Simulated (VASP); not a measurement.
# LiBr: single point with LDA

Crystal: LiBr.

```xyz
2
Lattice="0.0000 2.6557 2.6557 2.6557 0.0000 2.6557 2.6557 2.6557 0.0000" Properties=species:S:1:pos:R:3 pbc="T T T"
Li    0.0000    0.0000    0.0000
Br    2.6557    2.6557    2.6557
```

```json
{"Program": "VASP 6.6.1", "Task": "single point", "Functional": "LDA", "Potentials or basis": "VASP PAW LDA potentials, release 64 (Li_sv, Br)", "Cutoff": "750 eV", "k mesh": "7 × 7 × 7", "Occupations": "fermi-dirac, width 0.01 eV", "Spin": "no spin polarisation", "Dipole correction": "no", "Further INCAR settings": "ALGO = Normal; EDIFF = 1e-06; NBANDS = 12"}
```

The pressure is 0.0 GPa. The band gap on the k mesh is 5.16 eV.

Levels at points of the mesh, in eV from the valence-band top:
| k point | band 3 | band 4 | band 5 | band 6 | band 7 | band 8 |
| --- | --- | --- | --- | --- | --- | --- |
| (0.00, 0.00, 0.00) | 0.00 | 0.00 | 0.00 | 5.16 | 10.43 | 10.43 |

Wall time 16 s on 1 thread of Intel Xeon 8259CL, on a shared host, peak memory 0.17 GiB.

Caveat: an odd mesh through Γ misses points on the zone boundary, where band edges can lie.
